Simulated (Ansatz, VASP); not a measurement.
# One calculation of CsK3Pb, two programs

Contents of POSCAR:

```
CsK3Pb
1.0
    5.9359710000      0.0000000000      0.0000000000
    0.0000000000      5.9359710000      0.0000000000
    0.0000000000      0.0000000000      5.9359710000
Pb K Cs
1 3 1
Direct
    0.5000000000      0.5000000000      0.5000000000
    0.0000000000      0.5000000000      0.5000000000
    0.5000000000      0.0000000000      0.5000000000
    0.5000000000      0.5000000000      0.0000000000
    0.0000000000      0.0000000000      0.0000000000
```

The input INCAR.step1:

```
PREC = Accurate
ENCUT = 520
ISMEAR = -1
SIGMA = 0.1
LREAL = False
LASPH = True
NELM = 100
NBANDS = 33
GGA = PE
ALGO = Normal
EDIFF = 1E-4
LWAVE = True
LCHARG = False
```

Contents of INCAR.step2:

```
PREC = Accurate
ENCUT = 520
EDIFF = 1E-7
ISMEAR = -1
SIGMA = 0.1
LREAL = False
LASPH = True
NELM = 100
ALGO = Normal
ISIF = 2
LWAVE = False
LCHARG = True
METAGGA = R2SCAN
LMIXTAU = True
LELF = True
LVHAR = True
NBANDS = 33
ISTART = 1
```

KPOINTS

```
regular mesh
0
Gamma
  6 6 6
```

Input for Ansatz:

```yaml
crystal:
  lattice:
    - [5.935971, 0.0, 0.0]
    - [0.0, 5.935971, 0.0]
    - [0.0, 0.0, 5.935971]
  atoms:
    - { symbol: Pb, position: [0.5, 0.5, 0.5] }
    - { symbol: K, position: [0.0, 0.5, 0.5] }
    - { symbol: K, position: [0.5, 0.0, 0.5] }
    - { symbol: K, position: [0.5, 0.5, 0.0] }
    - { symbol: Cs, position: [0.0, 0.0, 0.0] }
  symmetry: { tolerance: 0.0003 }
kpoints:
  mp_grid: { grid: [6, 6, 6], shift: [0, 0, 0] }
  band_path:
    path:
      - [0.0, 0.0, 0.0]
      - [0.0, 0.5, 0.0]
      - [0.5, 0.5, 0.0]
      - [0.0, 0.0, 0.0]
      - [0.5, 0.5, 0.5]
      - [0.0, 0.5, 0.0]
      - [0.5, 0.5, 0.5]
      - [0.5, 0.5, 0.0]
    npoints: 8
magnetization:
  spin_polarized: false
scf:
  occupations: { method: fermi_dirac }
  lower_state_search: "off"
  max_iter: 200
hamiltonian:
  pseudopotentials: { kind: paw }
  xc: r2scan
basis:
  ecutwfc: 500
  fft_grid_basis: typed
output:
  forces: true
  stress: true
  eigenvalues: true
  bader: true
  populations: true
  elf: true
  write_potential: true
  volumetric_format: npy
  dos:
    e_range: [-12, 8]
    de: 0.05
    projected: { site_lists: { Cs: [Cs], K: [K], Pb: [Pb] } }
checkpoint:
  read: saved_state
```

Alike in both runs: task single point; functional r2SCAN; k mesh 6 × 6 × 6; no spin polarisation.

```csv
,VASP,Ansatz
version,VASP 6.6.1,Ansatz 0.2.0
potentials or method,"VASP PAW PBE potentials, release 64 (Pb_d, K_sv, Cs_sv), cutoff 520 eV",PAW plane waves
occupations,"fermi-dirac, width 0.1 eV",fermi-dirac
valence electrons in the cell,50,50
```

```tsv
	VASP	Ansatz	Ansatz less VASP
pressure (GPa)	8.6	8.6	-0.04
```

VASP's potentials were made for PBE, not for r2SCAN.

Spin-orbit coupling is off throughout.
